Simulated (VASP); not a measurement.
**W: single point with PBEsol+D3(BJ)**

The system is W.

```
W
1.0
    -1.56453    1.56453    1.56453
     1.56453   -1.56453    1.56453
     1.56453    1.56453   -1.56453
W
1
Direct
  0.00000 0.00000 0.00000
```

```yaml
Program: VASP 6.6.1
Task: single point
Functional: PBEsol
Dispersion: D3(BJ)
Potentials_or_basis: VASP PAW PBE potentials, release 64 (W_sv)
Cutoff: 520 eV
k_mesh: 11 × 11 × 11
Occupations: gaussian, width 0.05 eV
Spin: no spin polarisation
Dipole_correction: no
Further_INCAR_settings: ALGO = Normal; EDIFF = 1e-06; NBANDS = 13
```

```yaml
Pressure: 0.8 GPa
Band_gap_on_the_k_mesh: zero (band 7 reaches 16.31 eV, above the bottom of band 8 at 10.49 eV)
Dispersion_energy_per_atom: -0.770 eV
```

Levels at points of the mesh, in eV from the Fermi level:
```tsv
k point	band 4	band 5	band 6	band 7	band 8	band 9	band 10	band 11
(0.00, 0.00, 0.00)	-37.60	-9.85	-1.29	-1.29	-1.29	2.32	2.32	14.61
```

It took 5.3 s on 1 thread of Intel(R) Xeon(R) Platinum 8488C (Sapphire Rapids), on a shared host, peak memory 0.14 GiB.

Caveat: the PAW data sets were made with another functional, which shifts forces and pressure a little; spin-orbit coupling is left out, which moves the levels of the heavy elements; pairwise dispersion overbinds metals, which lowers pressure and volume.
